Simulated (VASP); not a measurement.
A run of VASP 6.6.1:

File INCAR:

```
ALGO     = Normal         # electronic algorithm
EDIFF    = 1E-7           # SCF threshold, eV
EDIFFG   = -0.001         # ionic threshold
ENCUT    = 600            # plane-wave cutoff, eV
IBRION   = 2              # ionic algorithm
ISIF     = 3              # what is computed and relaxed
ISMEAR   = -1             # smearing method
LASPH    = True           # aspherical terms in the spheres
LCHARG   = False          # write CHGCAR
LREAL    = False          # projectors in reciprocal space
LWAVE    = False          # write WAVECAR
NELM     = 100            # most SCF steps
NSW      = 80             # ionic steps
PREC     = Accurate       # precision mode
SIGMA    = 0.15           # smearing width, eV
```

KPOINTS

```
k-points
0
Gamma
  26 26 26
```

POSCAR

```
Nb
1.0
   -1.6240203872      1.6240203872      1.6240203872
    1.6240203872     -1.6240203872      1.6240203872
    1.6240203872      1.6240203872     -1.6240203872
Nb
1
Direct
    0.0000000000      0.0000000000      0.0000000000
```

Potentials or basis: VASP PAW LDA potentials, release 64 (Nb_sv).

Command:

```sh
$ cat potpaw_LDA.64/Nb_sv/POTCAR > POTCAR
$ mpirun -np 1 vasp_std > vasp.out
```

Hardware: 1 thread of Intel(R) Xeon(R) 6975P-C (Granite Rapids), on a shared host.

Problem. Estimate the wall time of this run.

Solution. Wall time 68 s on 1 thread of Intel(R) Xeon(R) 6975P-C (Granite Rapids), with other jobs on the host, peak memory 0.22 GiB. Counts: scf iterations 26, k points 511, ion steps 3.
